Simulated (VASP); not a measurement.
Here is a VASP 6.6.1 calculation.

File POSCAR:

```
GaN
1.0
    1.6146090000      2.7965840000      0.0000000000
   -1.6146090000      2.7965840000      0.0000000000
    0.0000000000      0.0000000000      5.2527950000
Ga N
2 2
Direct
    0.6666700000      0.6666600000      0.0000000000
    0.3333400000      0.3333300000      0.5000000000
    0.6666700000      0.6666600000      0.3750000000
    0.3333400000      0.3333300000      0.8750000000
```

The input INCAR.step1:

```
ALGO     = Normal         # electronic algorithm
EDIFF    = 1E-4           # SCF threshold, eV
ENCUT    = 520            # plane-wave cutoff, eV
GGA      = PE             # functional
ISMEAR   = -1             # smearing method
ISYM     = 0            
LASPH    = T              # aspherical terms in the spheres
LCHARG   = F              # write CHGCAR
LREAL    = F              # projectors in reciprocal space
LWAVE    = T              # write WAVECAR
NBANDS   = 26             # bands
NELM     = 80             # most SCF steps
PREC     = Accurate       # precision mode
SIGMA    = 0.0122         # smearing width, eV
```

Contents of INCAR.step2:

```
ALGO     = Normal         # electronic algorithm
EDIFF    = 1E-6           # SCF threshold, eV
ENCUT    = 520            # plane-wave cutoff, eV
ISIF     = 2              # what is computed and relaxed
ISMEAR   = -1             # smearing method
ISTART   = 1            
ISYM     = 0            
LASPH    = T              # aspherical terms in the spheres
LCHARG   = F              # write CHGCAR
LMIXTAU  = T            
LREAL    = F              # projectors in reciprocal space
LWAVE    = F              # write WAVECAR
METAGGA  = R2SCAN         # meta-GGA
NBANDS   = 26             # bands
NELM     = 80             # most SCF steps
PREC     = Accurate       # precision mode
SIGMA    = 0.0122         # smearing width, eV
```

File KPOINTS:

```
Automatic mesh
0
Gamma
  6 6 4
  0.5 0.5 0.5
```

Potentials or basis: VASP PAW PBE potentials, release 64 (Ga_d, N).

Launch:

```sh
$ cat potpaw_PBE.64/Ga_d/POTCAR potpaw_PBE.64/N/POTCAR > POTCAR
$ cp INCAR.step1 INCAR
$ mpirun -np 1 vasp_std > vasp.out
$ cp INCAR.step2 INCAR
$ mpirun -np 1 vasp_std > vasp.out
```

(1) Estimate the largest force.

(2) What does it give for the band gap on the k mesh?

(3) Predict the pressure.

Results:

(1) 0.113 eV/Å.

(2) 3.05 eV.

(3) -6.5 GPa.

Caveat: the cell stands under tension; the PAW data sets were made with another functional, which shifts forces and pressure a little; a shifted mesh leaves out Γ, where band edges can lie.
